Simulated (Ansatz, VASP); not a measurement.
One calculation of CdSe, two programs

```
Cd Se
1.0
     4.40596    0.00000    0.00000
    -2.20298    3.81568    0.00000
     0.00000    0.00000    7.19058
Cd Se
2 2
Direct
  0.66667 0.33333 0.00000
  0.33333 0.66667 0.50000
  0.66667 0.33333 0.37500
  0.33333 0.66667 0.87500
```

Change from the starting cell: strain +0.025 along x and y, +0.025 along z, atoms carried along.

Alike in both runs: task single point; functional r2SCAN; k mesh 6 × 6 × 4; occupations gaussian, width 0.05 eV; no spin polarisation.

|  | VASP | Ansatz |
| --- | --- | --- |
| version | VASP 6.6.1 | Ansatz 0.2.0 |
| potentials or method | VASP PAW PBE potentials, release 64 (Cd, Se), cutoff 520 eV | scalar-relativistic, plane waves, PAW |
| valence electrons in the cell | 36 | 72 |

Ansatz gave:

| Quantity | Value |
| --- | --- |
| gap on the k mesh at the Fermi level (eV) | 0.99 |
| least direct gap on the mesh (eV) | 0.99 |
| pressure (GPa) | -2.1 |
| rms of the force components (eV/Å) | 0.014 |

Task: What did VASP give for the same quantities?

Result: gap on the k mesh at the Fermi level (eV): 0.98; least direct gap on the mesh (eV): 0.98; pressure (GPa): -1.9; rms of the force components (eV/Å): 0.013.

VASP's potentials were made for PBE, not for r2SCAN. Atom by atom the forces differ by 0.000 eV/Å (rms over components). The functional is the same, so the differences come from potentials, cutoffs and numerics. VASP's potentials hold 36 valence electrons a cell and Ansatz's 72, so a difference there can come from the potentials and not from the codes.
